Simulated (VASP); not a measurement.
# Al4Ru3 (P4/mmm) in VASP: notebook

The runs below take Al4Ru3 through single point, relaxation of cell and atoms, with PBE.

Program: VASP 6.6.1. These are calculated values, not measurements. Logs are shortened: lines on timing, memory, paths and dates and some standing lists are left out, and cuts for length are marked.

### Step 1. The cell of the first run

It takes space group P4/mmm (No. 123, tetragonal). The conventional cell has a = 5.991 Å, b = 5.991 Å, c = 2.964 Å, α = 90.00°, β = 90.00°, γ = 90.00°. Within 3.4 Å of Al (site symmetry m2m) lie 6 Ru at 2.56 to 2.59 Å and 6 Al at 2.95 to 3.04 Å. Within 3.4 Å of Ru (site symmetry mmm) lie 8 Al at 2.59 Å and 4 Ru at 2.96 to 3.00 Å. Ru (site symmetry 4/mmm) has 8 Al at 2.56 Å and 6 Ru at 2.96 to 3.00 Å within 3.4 Å.

The cell was generated, and may not be a known phase.

### Step 2. Single point, PBE, collinear spin, ferromagnetic start

Contents of INCAR:

```
SYSTEM = Al4Ru3
PREC = Accurate
ENCUT = 520
EDIFF = 1E-7
ISMEAR = 0
SIGMA = 0.1
LREAL = .False.
LASPH = .True.
NELM = 150
ALGO = Normal
ISIF = 2
LWAVE = .False.
LCHARG = .True.
ISPIN = 2
MAGMOM = 0 0 0 0 1 1 1
LORBIT = 11
LMAXMIX = 4
GGA = PE
LELF = .True.
LVHAR = .True.
NBANDS = 40
```

Contents of KPOINTS:

```
Automatic mesh
0
Gamma
  4 4 6
  0 0 0
```

Contents of POSCAR:

```
Al4Ru3
1.0
    5.9906705642      0.0000000000      0.0000000000
    0.0000000000      5.9906705642      0.0000000000
    0.0000000000      0.0000000000      2.9635213207
Al Ru
4 3
Direct
    0.2538420122      0.2538420122      0.5000000000
    0.7461579878      0.7461579878      0.5000000000
    0.7461579878      0.2538420122      0.5000000000
    0.2538420122      0.7461579878      0.5000000000
    0.5000000000      0.0000000000      0.0000000000
    0.0000000000      0.5000000000      0.0000000000
    0.5000000000      0.5000000000      0.0000000000
```

Potentials or basis: VASP PAW PBE potentials, release 64 (Al, Ru_pv).

Started as:

```
> cat potpaw_PBE.64/Al/POTCAR potpaw_PBE.64/Ru_pv/POTCAR > POTCAR
> mpirun -np 1 vasp_std > vasp.out
```

OUTCAR:

```text
SYSTEM = Al4Ru3
   PREC = Accurate
   ENCUT = 520
   EDIFF = 1E-7
   ISMEAR = 0
   LREAL = .False.
   LASPH = .True.
   NELM = 150
   ISIF = 2
   ISPIN = 2
   LORBIT = 11
   GGA = PE

 ion  position               nearest neighbor table
   1  0.254  0.254  0.500-   7 2.56   7 2.56   5 2.59   5 2.59   6 2.59   6 2.59   3 2.95   4 2.95
                             4 3.04   3 3.04
   2  0.746  0.746  0.500-   7 2.56   7 2.56   5 2.59   5 2.59   6 2.59   6 2.59   3 2.95   4 2.95
                             4 3.04   3 3.04
   3  0.746  0.254  0.500-   7 2.56   7 2.56   5 2.59   5 2.59   6 2.59   6 2.59   1 2.95   2 2.95
                             1 3.04   2 3.04
   4  0.254  0.746  0.500-   7 2.56   7 2.56   5 2.59   5 2.59   6 2.59   6 2.59   1 2.95   2 2.95
                             1 3.04   2 3.04
   5  0.500  0.000  0.000-   1 2.59   2 2.59   3 2.59   4 2.59   1 2.59   2 2.59   3 2.59   4 2.59
                             7 3.00   7 3.00
   6  0.000  0.500  0.000-   1 2.59   2 2.59   3 2.59   4 2.59   1 2.59   2 2.59   3 2.59   4 2.59
                             7 3.00   7 3.00
   7  0.500  0.500  0.000-   1 2.56   2 2.56   3 2.56   4 2.56   1 2.56   2 2.56   3 2.56   4 2.56
                             5 3.00   6 3.00   5 3.00   6 3.00

  LATTYP: Found a simple tetragonal cell.
 ALAT       =     5.9906705642
 C/A-ratio  =     0.4946894156

  Lattice vectors:

 A1 = (   5.9906705642,   0.0000000000,   0.0000000000)
 A2 = (   0.0000000000,   5.9906705642,   0.0000000000)
 A3 = (   0.0000000000,   0.0000000000,   2.9635213207)

Analysis of symmetry for initial positions (statically):
=====================================================================
 Subroutine PRICEL returns:
 Original cell was already a primitive cell.

 Routine SETGRP: Setting up the symmetry group for a
 simple tetragonal supercell.

 Subroutine GETGRP returns: Found 16 space group operations
 (whereof 16 operations were pure point group operations)
 out of a pool of 16 trial point group operations.

The static configuration has the point symmetry D_4h.

Analysis of symmetry for dynamics (positions and initial velocities):
=====================================================================
 Subroutine PRICEL returns:
 Original cell was already a primitive cell.

 Routine SETGRP: Setting up the symmetry group for a
 simple tetragonal supercell.

 Subroutine GETGRP returns: Found 16 space group operations
 (whereof 16 operations were pure point group operations)
 out of a pool of 16 trial point group operations.

The dynamic configuration has the point symmetry D_4h.

Analysis of structural, dynamic, and magnetic symmetry:
=====================================================================
 Subroutine PRICEL returns:
 Original cell was already a primitive cell.

 Routine SETGRP: Setting up the symmetry group for a
 simple tetragonal supercell.

 Subroutine GETGRP returns: Found 16 space group operations
 (whereof 16 operations were pure point group operations)
 out of a pool of 16 trial point group operations.

The overall configuration has the point symmetry D_4h.

 Subroutine INISYM returns: Found 16 space group operations
 (whereof 16 operations are pure point group operations),
 and found     1 'primitive' translations

----------------------------------------------------------------------------------------

                                     Primitive cell

  volume of cell :     106.3552

  direct lattice vectors                    reciprocal lattice vectors
     5.990670564  0.000000000  0.000000000     0.166926221  0.000000000  0.000000000
     0.000000000  5.990670564  0.000000000     0.000000000  0.166926221  0.000000000
     0.000000000  0.000000000  2.963521321     0.000000000  0.000000000  0.337436412

  length of vectors
     5.990670564  5.990670564  2.963521321     0.166926221  0.166926221  0.337436412

  position of ions in fractional coordinates (direct lattice)
     0.253842012  0.253842012  0.500000000
     0.746157988  0.746157988  0.500000000
     0.746157988  0.253842012  0.500000000
     0.253842012  0.746157988  0.500000000
     0.500000000  0.000000000  0.000000000
     0.000000000  0.500000000  0.000000000
     0.500000000  0.500000000  0.000000000

  ion indices of the primitive-cell ions
   primitive index   ion index
                 1           1
[... 63 lines left out ...]
   dimension x,y,z NGXF=    96 NGYF=   96 NGZF=   48
   ions per type =               4   3
   NGX,Y,Z   is equivalent  to a cutoff of  13.32, 13.32, 13.46 a.u.
   NGXF,Y,Z  is equivalent  to a cutoff of  26.64, 26.64, 26.93 a.u.
 SYSTEM =  Al4Ru3
   PREC   = accura    normal or accurate (medium, high low for compatibility)
   ISTART =      0    job   : 0-new  1-cont  2-samecut
   ICHARG =      2    charge: 1-file 2-atom 10-const
   ISPIN  =      2    spin polarized calculation?
   LNONCOLLINEAR =      F non collinear calculations
   LSORBIT =      F    spin-orbit coupling
   LASPH  =      T    aspherical Exc in radial PAW
   ENCUT  =  520.0 eV  38.22 Ry    6.18 a.u.  11.14 11.14  5.51*2*pi/ulx,y,z
   NELM   =    150;   NELMIN=  2; NELMDL= -5     # of ELM steps
   EDIFF  = 0.1E-06   stopping-criterion for ELM
   LREAL  =      F    real-space projection
   EDIFFG = 0.1E-05   stopping-criterion for IOM
   NSW    =      0    number of steps for IOM
   IBRION =     -1    ionic relax: 0-MD 1-quasi-New 2-CG
   NFREE  =      0    steps in history (QN), initial steepest desc. (CG)
   ISIF   =      2    stress and relaxation
   ISYM   =      2    0-nonsym 1-usesym 2-fastsym
   POTIM  = 0.5000    time-step for ionic-motion
   TEBEG  =    0.0;   TEEND  =   0.0 temperature during run
   PSTRESS=    0.0 pullay stress
   NELECT =      54.0000    total number of electrons
   NUPDOWN=      -1.0000    fix difference up-down
   EMIN   =  10.00;   EMAX   =-10.00  energy-range for DOS
   EFERMI =   0.00;   METHOD = LEGACY
   ISMEAR =     0;   SIGMA  =   0.10  broadening in eV -4-tet -1-fermi 0-gaus
   EFERMI_NEDOS =   21; number of points for ismear=-14 and -15
   IALGO  =     38    algorithm
   IMIX   =      4    mixing-type and parameters
     AMIX     =   0.40;   BMIX     =  1.00
     AMIX_MAG =   1.60;   BMIX_MAG =  1.00
  volume/ion in A,a.u.               =      15.19       102.53
  Fermi-wavevector in a.u.,A,eV,Ry     =   1.306030  2.468039 23.207648  1.705714
  Thomas-Fermi vector in A             =   2.436859
   LORBIT       =     11    0 simple, 1 ext, 2 COOP (PROOUT), +10 PAW based schemes
   GGA     = PE    functional components
   LHFCALC =     F    Hartree Fock is set to
   AEXX    =    0.0000 exact exchange contribution
   IVDW    =     0    specifies the selected vdW correction
   LEPSILON=     F    determine dielectric tensor
   LRPA    =     F    only Hartree local field effects (RPA)
 spin polarized calculation
 Gauss-broadening in eV      SIGMA  =   0.10
  energy-cutoff  :      520.00
  volume of cell :      106.36
 maximum number of plane-waves:      2884
 NGX is ok and might be reduce to    48
   NGX = 23   NGY = 23   NGZ = 11

 number of electron      53.9999987 magnetization       0.0005556

 number of electron      53.9999987 magnetization      -0.0000929

 Free energy of the ion-electron system (eV)
  ---------------------------------------------------
  ext. energy  EPLUGINS =         0.00000000
  ---------------------------------------------------
  free energy    TOTEN  =       -46.76309491 eV

  energy without entropy =      -46.74292060  energy(sigma->0) =      -46.75300775

 E-fermi :   8.9528     XC(G=0): -11.5517

 val. band max:        8.9318104588   @ k =   0.2500   0.2500   0.0000
 cond. band min:       8.9709023022   @ k =   0.5000   0.2500   0.0000
 fundamental gap:      0.0390918434
 Fermi energy:         8.9527602754

 spin component 1

 k-point     1 :       0.0000    0.0000    0.0000
  band No.  band energies     occupation
      1     -32.9651      1.00000
      2     -32.9651      1.00000
      3     -32.8043      1.00000
      4     -32.8024      1.00000
      5     -32.7806      1.00000
      6     -32.7806      1.00000
[... 997 lines left out ...]
     38      16.2647      0.00000
     39      16.2647      0.00000
 Fermi energy:         8.9527602754

 spin component 2

 k-point     1 :       0.0000    0.0000    0.0000
  band No.  band energies     occupation
      1     -32.9651      1.00000
      2     -32.9651      1.00000
      3     -32.8043      1.00000
      4     -32.8023      1.00000
      5     -32.7806      1.00000
      6     -32.7806      1.00000
[... 997 lines left out ...]
     38      16.2647      0.00000
     39      16.2647      0.00000
 [bands above 39 left out]

------------------------ aborting loop because EDIFF is reached ----------------------------------------

  FORCE on cell =-STRESS in cart. coord.  units (eV):
  Direction    XX          YY          ZZ          XY          YZ          ZX
  --------------------------------------------------------------------------------------
  -------------------------------------------------------------------------------------
  Total       -0.0171838     -0.0171838     -0.1816008      0.0000000     -0.0000000     -0.0000000
  in kB       -0.2588633     -0.2588633     -2.7357065      0.0000000     -0.0000000     -0.0000000
  external PRESSURE =      -1.0844777 kB  Pullay stress =       0.0000000 kB

 VOLUME and BASIS-vectors are now :
 -----------------------------------------------------------------------------
  energy-cutoff  :      520.00
  volume of cell :      106.36
      direct lattice vectors                 reciprocal lattice vectors
     5.990670564  0.000000000  0.000000000     0.166926221  0.000000000  0.000000000
     0.000000000  5.990670564  0.000000000     0.000000000  0.166926221  0.000000000
     0.000000000  0.000000000  2.963521321     0.000000000  0.000000000  0.337436412

 POSITION                                       TOTAL-FORCE (eV/Angst)
 -----------------------------------------------------------------------------------
      1.52068      1.52068      1.48176        -0.036518     -0.036518      0.000000
      4.46999      4.46999      1.48176         0.036518      0.036518      0.000000
      4.46999      1.52068      1.48176         0.036518     -0.036518     -0.000000
      1.52068      4.46999      1.48176        -0.036518      0.036518      0.000000
      2.99534      0.00000      0.00000         0.000000      0.000000      0.000000
      0.00000      2.99534      0.00000         0.000000      0.000000      0.000000
      2.99534      2.99534      0.00000         0.000000      0.000000      0.000000
 -----------------------------------------------------------------------------------
    total drift:                                0.000000      0.000000      0.000000

  FREE ENERGIE OF THE ION-ELECTRON SYSTEM (eV)
  ---------------------------------------------------
  free  energy   TOTEN  =       -46.7630949085 eV

  energy  without entropy=      -46.7429205990  energy(sigma->0) =      -46.75300775

 total charge

# of ion       s       p       d       tot
------------------------------------------
    1        0.403   0.392   0.000   0.795
    2        0.403   0.392   0.000   0.795
    3        0.403   0.392   0.000   0.795
    4        0.403   0.392   0.000   0.795
    5        0.336   6.238   6.227  12.802
    6        0.336   6.238   6.227  12.802
    7        0.342   6.260   6.250  12.851
--------------------------------------------------
tot          2.626  20.303  18.705  41.634

 magnetization (x)

# of ion       s       p       d       tot
------------------------------------------
    1       -0.000  -0.000   0.000  -0.000
    2       -0.000  -0.000   0.000  -0.000
    3       -0.000  -0.000   0.000  -0.000
    4       -0.000  -0.000   0.000  -0.000
    5        0.000   0.000   0.000   0.000
    6        0.000   0.000   0.000   0.000
    7       -0.000  -0.000  -0.000  -0.000
--------------------------------------------------
tot         -0.000  -0.000  -0.000  -0.000
```

Wall time 7.9 min (1 thread of Intel Xeon 8259CL, shared host); peak memory 0.32 GiB.

Results:

- Free energy: -46.7631 eV
- Pressure: -0.1 GPa
- Largest force: 0.052 eV/Å
- Band gap on the k mesh: zero (filled and empty bands overlap)
- Net moment: 0.00 μB per cell
- Valence electrons inside the program's atomic spheres: Al 0.80; Ru 12.80, 12.85 (each value once)

Forces on the atoms (eV/Å):
```
Al  -0.037 -0.037  0.000
Al   0.037  0.037  0.000
Al   0.037 -0.037  0.000
Al  -0.037  0.037  0.000
Ru   0.000  0.000  0.000
Ru   0.000  0.000  0.000
Ru   0.000  0.000  0.000
```

Stress tensor (GPa, compression positive):
```
-0.03  0.00  0.00
 0.00 -0.03  0.00
 0.00  0.00 -0.27
```

Levels at points of the mesh, in eV from the Fermi level:
Spin up:
| k point | band 23 | band 24 | band 25 | band 26 | band 27 | band 28 | band 29 | band 30 | band 31 | band 32 |
| --- | --- | --- | --- | --- | --- | --- | --- | --- | --- | --- |
| (0.00, 0.00, 0.00) | -1.12 | -1.12 | -0.52 | -0.47 | -0.47 | 0.33 | 0.33 | 1.75 | 1.89 | 4.56 |
| (0.50, 0.00, 0.00) | -0.84 | -0.76 | -0.69 | -0.63 | -0.50 | -0.37 | 0.32 | 2.18 | 2.41 | 3.41 |
| (0.50, 0.50, 0.00) | -0.74 | -0.64 | -0.64 | -0.61 | -0.50 | -0.39 | 0.88 | 3.09 | 3.47 | 3.82 |
| (0.00, 0.00, 0.50) | -1.11 | -1.11 | -0.80 | -0.51 | -0.13 | 1.61 | 1.67 | 2.32 | 2.85 | 4.16 |
| (0.50, 0.00, 0.50) | -1.25 | -1.10 | -0.42 | 0.72 | 1.38 | 1.55 | 1.64 | 2.32 | 2.46 | 2.56 |
| (0.50, 0.50, 0.50) | -0.99 | -0.99 | -0.90 | -0.90 | 0.23 | 0.63 | 1.57 | 2.22 | 2.60 | 2.60 |
Spin down:
```csv
k point,band 25,band 26,band 27,band 28,band 29,band 30
"(0.00, 0.00, 0.00)",-0.52,-0.47,-0.47,0.33,0.33,1.75
"(0.50, 0.00, 0.00)",-0.69,-0.63,-0.50,-0.37,0.32,2.18
"(0.50, 0.50, 0.00)",-0.64,-0.61,-0.50,-0.39,0.88,3.09
"(0.00, 0.00, 0.50)",-0.80,-0.51,-0.13,1.61,1.67,2.32
"(0.50, 0.00, 0.50)",-0.42,0.72,1.38,1.55,1.64,2.32
"(0.50, 0.50, 0.50)",-0.90,-0.90,0.23,0.63,1.57,2.22
```

### Step 3. Relaxation of cell and atoms, PBE

Contents of INCAR:

```
SYSTEM = Al4Ru3
PREC = Accurate
ENCUT = 600
EDIFF = 1E-7
ISMEAR = 0
SIGMA = 0.1
LREAL = .FALSE.
LASPH = .TRUE.
NELM = 60
ALGO = Fast
ISIF = 3
LWAVE = .FALSE.
LCHARG = .FALSE.
GGA = PE
IBRION = 2
NSW = 100
EDIFFG = -0.01
```

Contents of KPOINTS:

```
Automatic mesh
0
G
  6 6 10
  0 0 0
```

POSCAR is that of step 2.

Potentials or basis: VASP PAW PBE potentials, release 64 (Al, Ru_pv).

Started as:

```
> cat potpaw_PBE.64/Al/POTCAR potpaw_PBE.64/Ru_pv/POTCAR > POTCAR
> mpirun -np 1 vasp_std > vasp.out
```

Run time: 38 min. Hardware: 1 thread of Intel Xeon 8259CL, shared host; peak memory 0.34 GiB.

It converged, with:

| Property | Result |
| --- | --- |
| Free energy | -46.7398 eV |
| Relaxed volume | 15.13 Å³/atom |
| Relaxed cell | a = 5.974 Å, b = 5.974 Å, c = 2.967 Å, α = 90.00°, β = 90.00°, γ = 90.00° |
| Space group after relaxing (to 0.1 Å) | P4/mmm (No. 123) |
| Energy gained by relaxing | 0.6 meV/atom |
| Ionic steps | 7 |
| Pressure after relaxing | 0.0 GPa |
| Band gap on the k mesh | zero (bands 27 and 28 overlap by 2.35 eV) |

Forces on the atoms (eV/Å):
```
Al   0.002  0.002  0.000
Al  -0.002 -0.002  0.000
Al  -0.002  0.002  0.000
Al   0.002 -0.002  0.000
Ru   0.000  0.000  0.000
Ru   0.000  0.000  0.000
Ru   0.000  0.000  0.000
```

Step by step:
```tsv
step	energy change (eV)	largest force (eV/Å)	pressure (GPa)	volume (Å³)
1	0.0000	0.1098	-0.10	106.36
2	-0.0028	0.0702	-0.09	106.21
3	-0.0034	0.0371	-0.08	106.08
4	-0.0042	0.0186	0.10	105.89
5	-0.0043	0.0090	0.20	105.78
6	-0.0041	0.0205	-0.34	106.08
7	-0.0044	0.0025	-0.01	105.90
```

Final structure:
```
CELL_PARAMETERS angstrom
5.97394 0.00000 0.00000
0.00000 5.97394 0.00000
0.00000 0.00000 2.96728
ATOMIC_POSITIONS crystal
Al 0.25186 0.25186 0.50000
Al 0.74814 0.74814 0.50000
Al 0.74814 0.25186 0.50000
Al 0.25186 0.74814 0.50000
Ru 0.50000 0.00000 0.00000
Ru 0.00000 0.50000 0.00000
Ru 0.50000 0.50000 0.00000
```

Levels at points of the mesh, in eV from the Fermi level:
```csv
k point,band 25,band 26,band 27,band 28,band 29,band 30
"(0.00, 0.00, 0.00)",-0.54,-0.54,-0.52,0.32,0.32,1.69
"(0.50, 0.00, 0.00)",-0.74,-0.68,-0.57,-0.41,0.31,2.18
"(0.50, 0.50, 0.00)",-0.63,-0.63,-0.56,-0.46,0.82,3.16
"(0.00, 0.00, 0.50)",-0.84,-0.57,-0.13,1.58,1.65,2.26
"(0.50, 0.00, 0.50)",-0.44,0.74,1.39,1.50,1.62,2.29
"(0.50, 0.50, 0.50)",-0.95,-0.95,0.17,0.68,1.46,2.21
```

The gap in the log of VASP goes by the Fermi energy; the results here count the filled bands.